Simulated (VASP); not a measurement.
# BN (R3m) in VASP: notebook, part 2 of 2

VASP 6.6.1. The steps go on from the part before.

**5. Relaxation of cell and atoms, LDA**

INCAR reads:

```
ALGO = Normal ; EDIFF = 1E-6
EDIFFG = -0.001 ; ENCUT = 600
GGA = CA ; IBRION = 2
ISIF = 3 ; ISMEAR = 0
LASPH = True ; LCHARG = False
LREAL = False ; LWAVE = False
NELM = 100 ; NSW = 80
PREC = Accurate ; SIGMA = 0.01
```

KPOINTS reads:

```
k-points
0
Gamma
  12 12 12
```

POSCAR reads:

```
BN
1.0
    1.2442989932      0.7183963586      3.2270098020
   -1.2442989932      0.7183963586      3.2270098020
    0.0000000000     -1.4367927173      3.2270098020
B N
1 1
Direct
    0.9997366515      0.9997366515      0.9997366515
    0.3326963485      0.3326963485      0.3326963485
```

Potentials or basis: VASP PAW LDA potentials, release 64 (B, N).

Run with:

```
> cat potpaw_LDA.64/B/POTCAR potpaw_LDA.64/N/POTCAR > POTCAR
> mpirun -np 1 vasp_std > vasp.out
```

OUTCAR:

```text
EDIFF = 1E-6
   EDIFFG = -0.001
   ENCUT = 600
   GGA = CA
   IBRION = 2
   ISIF = 3
   ISMEAR = 0
   LASPH = True
   LREAL = False
   NELM = 100
   NSW = 80
   PREC = Accurate

 ion  position               nearest neighbor table
   1  1.000  1.000  1.000-   2 1.44   2 1.44   2 1.44
   2  0.333  0.333  0.333-   1 1.44   1 1.44   1 1.44

  LATTYP: Found a trigonal (rhomboedric) cell.
 ALAT       =     3.5324163932
 COS(alpha) =     0.7518377535

  Lattice vectors:

 A1 = (   1.2442989932,   0.7183963586,   3.2270098020)
 A2 = (  -1.2442989932,   0.7183963586,   3.2270098020)
 A3 = (   0.0000000000,  -1.4367927173,   3.2270098020)

Analysis of symmetry for initial positions (statically):
=====================================================================
 Subroutine PRICEL returns:
 Original cell was already a primitive cell.

 Routine SETGRP: Setting up the symmetry group for a
 trigonal (rhombohedral) supercell.

 Subroutine GETGRP returns: Found  6 space group operations
 (whereof  6 operations were pure point group operations)
 out of a pool of 12 trial point group operations.

The static configuration has the point symmetry C_3v.

Analysis of symmetry for dynamics (positions and initial velocities):
=====================================================================
 Subroutine PRICEL returns:
 Original cell was already a primitive cell.

 Routine SETGRP: Setting up the symmetry group for a
 trigonal (rhombohedral) supercell.

 Subroutine GETGRP returns: Found  6 space group operations
 (whereof  6 operations were pure point group operations)
 out of a pool of 12 trial point group operations.

The dynamic configuration has the point symmetry C_3v.

 Subroutine INISYM returns: Found  6 space group operations
 (whereof  6 operations are pure point group operations),
 and found     1 'primitive' translations

[... 135 lines left out ...]
 number of electron       8.0000000 magnetization

 Free energy of the ion-electron system (eV)
  ---------------------------------------------------
  ext. energy  EPLUGINS =         0.00000000
  ---------------------------------------------------
  free energy    TOTEN  =       -19.29400245 eV

  energy without entropy =      -19.29400245  energy(sigma->0) =      -19.29400245

------------------------ aborting loop because EDIFF is reached ----------------------------------------

  FORCE on cell =-STRESS in cart. coord.  units (eV):
  Direction    XX          YY          ZZ          XY          YZ          ZX
  --------------------------------------------------------------------------------------
  -------------------------------------------------------------------------------------
  Total        0.0610943      0.0610943     -0.0274947      0.0000000      0.0000000      0.0000000
  in kB        5.6555006      5.6555006     -2.5451811      0.0000000      0.0000000      0.0000000
  external PRESSURE =       2.9219400 kB  Pullay stress =       0.0000000 kB
[... 89 lines left out ...]
  FREE ENERGIE OF THE ION-ELECTRON SYSTEM (eV)
  ---------------------------------------------------
  free  energy   TOTEN  =       -19.2940391886 eV

  energy  without entropy=      -19.2940391886  energy(sigma->0) =      -19.29403919

[... ionic steps 4 to 14 ...]

--------------------------------------- Ionic step       15  -------------------------------------------

 number of electron       8.0000000 magnetization

------------------------ aborting loop because EDIFF is reached ----------------------------------------
[... 67 lines left out ...]
--------------------------------------- Ionic step       17  -------------------------------------------

 number of electron       8.0000000 magnetization

 Free energy of the ion-electron system (eV)
  ---------------------------------------------------
  ext. energy  EPLUGINS =         0.00000000
  ---------------------------------------------------
  free energy    TOTEN  =       -19.29415560 eV

  energy without entropy =      -19.29415560  energy(sigma->0) =      -19.29415560

 E-fermi :   2.6291     XC(G=0): -10.7945

 val. band max:        2.5197049580   @ k =  -0.3333   0.2500  -0.0000
 cond. band min:       6.5099019840   @ k =   0.5000   0.5000   0.0000
 fundamental gap:      3.9901970260
 Fermi energy:         2.6291256612

 k-point     1 :       0.0000    0.0000    0.0000
  band No.  band energies     occupation
      1     -15.2090      2.00000
      2      -1.4587      2.00000
      3       1.2416      2.00000
      4       1.2416      2.00000
      5       7.7251      0.00000
      6      14.2171      0.00000
      7      14.2171      0.00000
      8      15.7426      0.00000
[... 243 lines left out ...]
 k-point    24 :      -0.4167    0.1667    0.0000
  band No.  band energies     occupation
      1     -11.6243      2.00000
      2      -6.1527      2.00000
      3      -2.8952      2.00000
      4       2.2343      2.00000
      5       7.6431      0.00000
      6      14.0581      0.00000
      7      16.0998      0.00000
      8      16.9200      0.00000

 [... further k-points ...]
[... 5 lines left out ...]
  --------------------------------------------------------------------------------------
  -------------------------------------------------------------------------------------
  Total        0.0007835      0.0007835      0.0014768      0.0000000     -0.0000000      0.0000000
  in kB        0.0730779      0.0730779      0.1377423      0.0000000     -0.0000000      0.0000000
  external PRESSURE =       0.0946327 kB  Pullay stress =       0.0000000 kB
[... 17 lines left out ...]
  FREE ENERGIE OF THE ION-ELECTRON SYSTEM (eV)
  ---------------------------------------------------
  free  energy   TOTEN  =       -19.2941555999 eV

  energy  without entropy=      -19.2941555999  energy(sigma->0) =      -19.29415560

 reached required accuracy - stopping structural energy minimisation
```

It took 90 s on 1 thread of Intel Xeon 6975P-C (Granite Rapids), shared host; peak memory 0.16 GiB.

Results:

```
Free energy                            : -19.2942 eV
Relaxed volume                         : 8.59 Å³/atom
Relaxed cell                           : a = 3.508 Å, b = 3.508 Å, c = 3.508 Å, α = 41.58°, β = 41.58°, γ = 41.58°
Space group after relaxing (to 0.05 Å) : R3m (No. 160)
Energy gained by relaxing              : 0.1 meV/atom
Ionic steps                            : 17
Pressure after relaxing                : 0.0 GPa
Band gap on the k mesh                 : 3.99 eV, indirect (least direct gap 4.60 eV)
```

Step by step:
| step | energy change (eV) | largest force (eV/Å) | pressure (GPa) | volume (Å³) |
| --- | --- | --- | --- | --- |
| 1 | 0.0000 | 0.0008 | 0.29 | 17.31 |
| 2 | 0.0001 | 0.0006 | -0.82 | 17.35 |
| 3 | 0.0000 | 0.0007 | -0.12 | 17.32 |
| 4 | -0.0001 | 0.0002 | -0.11 | 17.31 |
| 5 | -0.0001 | 0.0012 | -0.08 | 17.28 |
| 6 | -0.0001 | 0.0040 | -0.02 | 17.21 |
| 7 | -0.0002 | 0.0049 | -0.02 | 17.19 |
| 8 | -0.0002 | 0.0055 | -0.01 | 17.17 |
| 9 | -0.0002 | 0.0053 | -0.02 | 17.18 |
| 10 | -0.0001 | 0.0141 | 0.11 | 17.17 |
| 11 | -0.0002 | 0.0004 | 0.02 | 17.18 |
| 12 | -0.0002 | 0.0010 | 0.02 | 17.18 |
| 13 | -0.0002 | 0.0008 | 0.01 | 17.18 |
| 14 | -0.0002 | 0.0006 | 0.01 | 17.18 |
| 15 | -0.0002 | 0.0036 | -0.10 | 17.18 |
| 16 | -0.0002 | 0.0002 | 0.01 | 17.18 |
| 17 | -0.0002 | 0.0004 | 0.01 | 17.18 |

Final structure:
```
B N
1.0
     1.24490    0.71874    3.19960
    -1.24490    0.71874    3.19960
     0.00000   -1.43749    3.19960
B N
1 1
Direct
  0.99976 0.99976 0.99976
  0.33267 0.33267 0.33267
```

A k mesh can miss the band edges.

**6. Summary**

| task | cell | cutoff (eV) | smearing | gap on the mesh (eV) | pressure (GPa) |
| --- | --- | --- | --- | --- | --- |
| relaxation of cell and atoms | relaxed to 9 GPa from a = 3.530 Å, angles 41.3°, 2 atoms | 600 | gaussian 0.01 eV | 3.58 | 9.0 |
| single point | a = 3.532 Å, angles 41.3°, 2 atoms | 520 | gaussian 0.02 eV | 4.02 | 0.5 |
| single point | a = 3.530 Å, angles 41.3°, 2 atoms | 520 | gaussian 0.01 eV | 4.02 | 0.5 |
| relaxation of cell and atoms | relaxed from a = 3.532 Å, angles 41.3°, 2 atoms | 600 | gaussian 0.01 eV | 3.99 | 0.0 |

Alike in all rows: level LDA; potentials or basis VASP PAW LDA potentials, release 64 (B, N); no spin polarisation; k mesh 12 × 12 × 12.

Caveats: the cell is relaxed towards a set pressure, so the enthalpy falls and the energy may rise (some runs).

Absolute energies hang on the potentials; compare differences alone.
